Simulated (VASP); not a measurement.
# SiO2 (I-42d) in VASP: single point with r2SCAN

Aim: the single point of SiO2 with r2SCAN.

Program: VASP 6.6.1. These are calculated values, not measurements. Logs are shortened: lines on timing, memory, paths and dates and some standing lists are left out, and cuts for length are marked.

### 1 The cell of the first run

Symmetry: I-42d, No. 122, tetragonal system. Conventional cell: a = 4.955 Å, b = 4.955 Å, c = 7.311 Å, α = 90.00°, β = 90.00°, γ = 90.00°. Within 2.1 Å of Si (site symmetry -4) lie 4 O at 1.61 Å. Within 2.1 Å of O (site symmetry 2) lie 2 Si at 1.61 Å.

### 2 Single point, r2SCAN

POSCAR

```
SiO2
1.0
   -2.4772904627      2.4772904627      3.6556712422
    2.4772904627     -2.4772904627      3.6556712422
    2.4772904627      2.4772904627     -3.6556712422
Si O
2 4
Direct
    0.7500000000      0.2500000000      0.5000000000
    0.0000000000      0.0000000000      0.0000000000
    0.8750000000      0.0282138700      0.6532138700
    0.7782138700      0.1250000000      0.1532138700
    0.9717861300      0.6250000000      0.8467861300
    0.3750000000      0.2217861300      0.3467861300
```

INCAR.step1

```
PREC = Accurate ; ENCUT = 660
ISMEAR = -1 ; SIGMA = 0.05
LREAL = F ; LASPH = T
NELM = 120 ; NBANDS = 25
GGA = PE ; ALGO = Normal
EDIFF = 1E-5 ; LWAVE = T
LCHARG = F ; GGA_COMPAT = F
```

INCAR.step2

```
PREC = Accurate ; ENCUT = 660
EDIFF = 1E-6 ; ISMEAR = -1
SIGMA = 0.05 ; LREAL = F
LASPH = T ; NELM = 120
ALGO = Normal ; ISIF = 2
LWAVE = F ; LCHARG = T
METAGGA = R2SCAN ; LMIXTAU = T
LELF = T ; LVHAR = T
NBANDS = 25 ; ISTART = 1
GGA_COMPAT = F
```

KPOINTS

```
Automatic mesh
0
Gamma
  8 8 8
```

Potentials or basis: VASP PAW PBE potentials, release 64 (Si, O).

On the command line:

```
$ cat potpaw_PBE.64/Si/POTCAR potpaw_PBE.64/O/POTCAR > POTCAR
$ cp INCAR.step1 INCAR
$ mpirun -np 1 vasp_std > vasp.out
$ cp INCAR.step2 INCAR
$ mpirun -np 1 vasp_std > vasp.out
```

OUTCAR:

```text
PREC = Accurate
   ENCUT = 660
   EDIFF = 1E-6
   ISMEAR = -1
   LREAL = F
   LASPH = T
   NELM = 120
   ISIF = 2
   METAGGA = R2SCAN
   ISTART = 1

 ion  position               nearest neighbor table
   1  0.750  0.250  0.500-   4 1.61   5 1.61   6 1.61   3 1.61   2 3.08   2 3.08   2 3.08   2 3.08

   2  0.000  0.000  0.000-   3 1.61   5 1.61   6 1.61   4 1.61   1 3.08   1 3.08   1 3.08   1 3.08

   3  0.875  0.028  0.653-   2 1.61   1 1.61
   4  0.778  0.125  0.153-   1 1.61   2 1.61
   5  0.972  0.625  0.847-   1 1.61   2 1.61
   6  0.375  0.222  0.347-   1 1.61   2 1.61

  LATTYP: Found a body centered tetragonal cell.
 ALAT       =     4.9545809254
 C/A-ratio  =     1.4756732395

  Lattice vectors:

 A1 = (  -2.4772904627,   2.4772904627,   3.6556712422)
 A2 = (   2.4772904627,  -2.4772904627,   3.6556712422)
 A3 = (   2.4772904627,   2.4772904627,  -3.6556712422)

Analysis of symmetry for initial positions (statically):
=====================================================================
 Subroutine PRICEL returns:
 Original cell was already a primitive cell.

 Routine SETGRP: Setting up the symmetry group for a
 body centered tetragonal supercell.

 Subroutine GETGRP returns: Found  8 space group operations
 (whereof  4 operations were pure point group operations)
 out of a pool of 16 trial point group operations.

The static configuration has the point symmetry S_4 .
 The point group associated with its full space group is D_2d.

Analysis of symmetry for dynamics (positions and initial velocities):
=====================================================================
 Subroutine PRICEL returns:
 Original cell was already a primitive cell.

 Routine SETGRP: Setting up the symmetry group for a
 body centered tetragonal supercell.

 Subroutine GETGRP returns: Found  8 space group operations
 (whereof  4 operations were pure point group operations)
 out of a pool of 16 trial point group operations.

The dynamic configuration has the point symmetry S_4 .
 The point group associated with its full space group is D_2d.

 Subroutine INISYM returns: Found  8 space group operations
 (whereof  4 operations are pure point group operations),
 and found     1 'primitive' translations

----------------------------------------------------------------------------------------

                                     Primitive cell

  volume of cell :      89.7390

  direct lattice vectors                    reciprocal lattice vectors
    -2.477290463  2.477290463  3.655671242     0.000000000  0.201833417  0.136773787
     2.477290463 -2.477290463  3.655671242     0.201833417  0.000000000  0.136773787
     2.477290463  2.477290463 -3.655671242     0.201833417  0.201833417  0.000000000

  length of vectors
     5.063385064  5.063385064  5.063385064     0.243810987  0.243810987  0.285435556

  position of ions in fractional coordinates (direct lattice)
     0.750000000  0.250000000  0.500000000
     0.000000000  0.000000000  0.000000000
     0.875000000  0.028213870  0.653213870
     0.778213870  0.125000000  0.153213870
     0.971786130  0.625000000  0.846786130
     0.375000000  0.221786130  0.346786130

  ion indices of the primitive-cell ions
   primitive index   ion index
                 1           1
                 2           2
                 3           3
                 4           4
                 5           5
                 6           6

----------------------------------------------------------------------------------------

 KPOINTS: Automatic mesh

Automatic generation of k-mesh.
 Grid dimensions read from file:
 generate k-points for:    8    8    8

 Generating k-lattice:

  Cartesian coordinates                     Fractional coordinates (reciprocal lattice)
     0.000000000  0.025229177  0.017096723     0.125000000  0.000000000  0.000000000
     0.025229177  0.000000000  0.017096723     0.000000000  0.125000000  0.000000000
     0.025229177  0.025229177  0.000000000     0.000000000  0.000000000  0.125000000

  Length of vectors
     0.030476373  0.030476373  0.035679445

  Shift w.r.t. Gamma in fractional coordinates (k-lattice)
     0.000000000  0.000000000  0.000000000

 Subroutine IBZKPT returns following result:
 ===========================================

 Found     59 irreducible k-points:

 Following reciprocal coordinates:
            Coordinates               Weight
  0.000000  0.000000  0.000000      1.000000
  0.125000  0.000000  0.000000      8.000000
  0.250000  0.000000  0.000000      8.000000
  0.375000  0.000000 -0.000000      8.000000
  0.500000  0.000000  0.000000      4.000000
  0.125000  0.125000  0.000000      8.000000
[... 16 lines left out ...]
  0.250000  0.125000  0.125000     16.000000
  0.375000  0.125000  0.125000      8.000000
 [... further k-points ...]
   k-points           NKPTS =     59   k-points in BZ     NKDIM =     59   number of bands    NBANDS=     25
   number of dos      NEDOS =    301   number of ions     NIONS =      6
   total plane-waves  NPLWV =  74088
   dimension x,y,z NGX =    42 NGY =   42 NGZ =   42
   dimension x,y,z NGXF=    84 NGYF=   84 NGZF=   84
   ions per type =               2   4
   NGX,Y,Z   is equivalent  to a cutoff of  13.79, 13.79, 13.79 a.u.
   NGXF,Y,Z  is equivalent  to a cutoff of  27.58, 27.58, 27.58 a.u.
 SYSTEM =  unknown system
   PREC   = accura    normal or accurate (medium, high low for compatibility)
   ISTART =      1    job   : 0-new  1-cont  2-samecut
   ICHARG =      0    charge: 1-file 2-atom 10-const
   ISPIN  =      1    spin polarized calculation?
   LNONCOLLINEAR =      F non collinear calculations
   LSORBIT =      F    spin-orbit coupling
   LASPH  =      T    aspherical Exc in radial PAW
   ENCUT  =  660.0 eV  48.51 Ry    6.96 a.u.  10.61 10.61 10.61*2*pi/ulx,y,z
   NELM   =    120;   NELMIN=  2; NELMDL=  0     # of ELM steps
   EDIFF  = 0.1E-05   stopping-criterion for ELM
   LREAL  =      F    real-space projection
   EDIFFG = 0.1E-04   stopping-criterion for IOM
   NSW    =      0    number of steps for IOM
   IBRION =     -1    ionic relax: 0-MD 1-quasi-New 2-CG
   NFREE  =      0    steps in history (QN), initial steepest desc. (CG)
   ISIF   =      2    stress and relaxation
   ISYM   =      2    0-nonsym 1-usesym 2-fastsym
   POTIM  = 0.5000    time-step for ionic-motion
   TEBEG  =    0.0;   TEEND  =   0.0 temperature during run
   PSTRESS=    0.0 pullay stress
   NELECT =      32.0000    total number of electrons
   NUPDOWN=      -1.0000    fix difference up-down
   EMIN   =  10.00;   EMAX   =-10.00  energy-range for DOS
   EFERMI =   0.00;   METHOD = LEGACY
   ISMEAR =    -1;   SIGMA  =   0.05  broadening in eV -4-tet -1-fermi 0-gaus
   EFERMI_NEDOS =   21; number of points for ismear=-14 and -15
   IALGO  =     38    algorithm
   IMIX   =      4    mixing-type and parameters
     AMIX     =   0.40;   BMIX     =  1.00
     AMIX_MAG =   1.60;   BMIX_MAG =  1.00
  volume/ion in A,a.u.               =      14.96       100.93
  Fermi-wavevector in a.u.,A,eV,Ry     =   1.160908  2.193798 18.336674  1.347708
  Thomas-Fermi vector in A             =   2.297486
   LORBIT       =      0    0 simple, 1 ext, 2 COOP (PROOUT), +10 PAW based schemes
   METAGGA = R2SCAN    functional components
   LHFCALC =     F    Hartree Fock is set to
   AEXX    =    0.0000 exact exchange contribution
   IVDW    =     0    specifies the selected vdW correction
   LEPSILON=     F    determine dielectric tensor
   LRPA    =     F    only Hartree local field effects (RPA)
 non-spin polarized calculation
  energy-cutoff  :      660.00
  volume of cell :       89.74
 maximum number of plane-waves:      3479
   NGX = 21   NGY = 21   NGZ = 21

 number of electron      32.0000012 magnetization

 Free energy of the ion-electron system (eV)
  ---------------------------------------------------
  ext. energy  EPLUGINS =         0.00000000
  ---------------------------------------------------
  free energy    TOTEN  =       -59.62058659 eV

  energy without entropy =      -59.62058659  energy(sigma->0) =      -59.62058659

 E-fermi :   0.2466     XC(G=0):  -8.5914

 val. band max:       -0.8793472817   @ k =   0.0000   0.0000   0.0000
 cond. band min:       5.6677771192   @ k =   0.0000   0.0000   0.0000
 fundamental gap:      6.5471244009
 Fermi energy:         0.2466108956

 k-point     1 :       0.0000    0.0000    0.0000
  band No.  band energies     occupation
      1     -21.0827      2.00000
      2     -19.0374      2.00000
      3     -19.0374      2.00000
      4     -18.9787      2.00000
      5     -10.1938      2.00000
      6      -6.4950      2.00000
[... 17 lines left out ...]
     24      12.9136      0.00000
     25      13.4422      0.00000

 k-point     2 :       0.1250    0.0000    0.0000
  band No.  band energies     occupation
      1     -21.0354      2.00000
      2     -19.1031      2.00000
      3     -19.0401      2.00000
      4     -18.9943      2.00000
      5     -10.0723      2.00000
      6      -6.5282      2.00000
[... 17 lines left out ...]
     24      12.8881      0.00000
     25      13.6239      0.00000

 k-point     3 :       0.2500    0.0000    0.0000
  band No.  band energies     occupation
      1     -20.9045      2.00000
      2     -19.3030      2.00000
      3     -19.0460      2.00000
      4     -19.0059      2.00000
      5      -9.7545      2.00000
      6      -6.6682      2.00000
[... 552 lines left out ...]
 k-point    23 :       0.2500    0.1250    0.1250
  band No.  band energies     occupation
      1     -20.6122      2.00000
      2     -19.6942      2.00000
      3     -19.0568      2.00000
      4     -19.0225      2.00000
      5      -9.1118      2.00000
      6      -7.2726      2.00000
[... 17 lines left out ...]
     24      12.9572      0.00000
     25      13.5459      0.00000

 k-point    24 :       0.3750    0.1250    0.1250
  band No.  band energies     occupation
      1     -20.5102      2.00000
      2     -19.8170      2.00000
      3     -19.0582      2.00000
      4     -19.0273      2.00000
      5      -8.9135      2.00000
      6      -7.4297      2.00000
[... 17 lines left out ...]
     24      13.3057      0.00000
     25      13.7174      0.00000

 [... further k-points ...]

------------------------ aborting loop because EDIFF is reached ----------------------------------------

  FORCE on cell =-STRESS in cart. coord.  units (eV):
  Direction    XX          YY          ZZ          XY          YZ          ZX
  --------------------------------------------------------------------------------------
  -------------------------------------------------------------------------------------
  Total       -0.0603888     -0.0603888     -0.0173836      0.0000000      0.0000000      0.0000000
  in kB       -1.0781669     -1.0781669     -0.3103634      0.0000000      0.0000000      0.0000000
  external PRESSURE =      -0.8222324 kB  Pullay stress =       0.0000000 kB

 VOLUME and BASIS-vectors are now :
 -----------------------------------------------------------------------------
  energy-cutoff  :      660.00
  volume of cell :       89.74
      direct lattice vectors                 reciprocal lattice vectors
    -2.477290463  2.477290463  3.655671242     0.000000000  0.201833417  0.136773787
     2.477290463 -2.477290463  3.655671242     0.201833417  0.000000000  0.136773787
     2.477290463  2.477290463 -3.655671242     0.201833417  0.201833417  0.000000000

 POSITION                                       TOTAL-FORCE (eV/Angst)
 -----------------------------------------------------------------------------------
      0.00000      2.47729      1.82784         0.000000     -0.000000      0.000000
      0.00000      0.00000      0.00000        -0.000000     -0.000000     -0.000000
     -0.47953      3.71594      0.91392        -0.000061     -0.000000      0.000000
     -1.23865      1.99776      2.74175         0.000000     -0.000061      0.000000
      1.23865      2.95683      2.74175        -0.000000      0.000061     -0.000000
      0.47953      1.23865      0.91392         0.000061     -0.000000     -0.000000
 -----------------------------------------------------------------------------------
    total drift:                               -0.000000     -0.000000     -0.000000

  FREE ENERGIE OF THE ION-ELECTRON SYSTEM (eV)
  ---------------------------------------------------
  free  energy   TOTEN  =       -59.6205865921 eV

  energy  without entropy=      -59.6205865921  energy(sigma->0) =      -59.62058659
```

Wall time 14 min (1 thread of Oxide Virtual Turin-like, shared host); peak memory 0.32 GiB.

What came out:

* Free energy: -59.6206 eV
* Pressure: -0.1 GPa
* Band gap on the k mesh: 6.55 eV

Levels at points of the mesh, in eV from the valence-band top:
| k point | band 13 | band 14 | band 15 | band 16 | band 17 | band 18 | band 19 | band 20 |
| --- | --- | --- | --- | --- | --- | --- | --- | --- |
| (0.00, 0.00, 0.00) | -1.58 | -0.69 | 0.00 | 0.00 | 6.55 | 9.70 | 11.68 | 11.69 |
| (0.50, 0.00, 0.00) | -1.52 | -0.80 | -0.50 | -0.14 | 9.06 | 9.57 | 10.49 | 11.19 |
| (0.50, 0.50, 0.00) | -1.00 | -1.00 | -0.35 | -0.35 | 9.85 | 9.85 | 11.23 | 11.23 |
| (0.50, 0.50, 0.50) | -1.50 | -1.50 | -0.33 | -0.33 | 9.62 | 9.62 | 11.14 | 11.14 |

Caveat: the PAW data sets were made with another functional, which shifts forces and pressure a little.
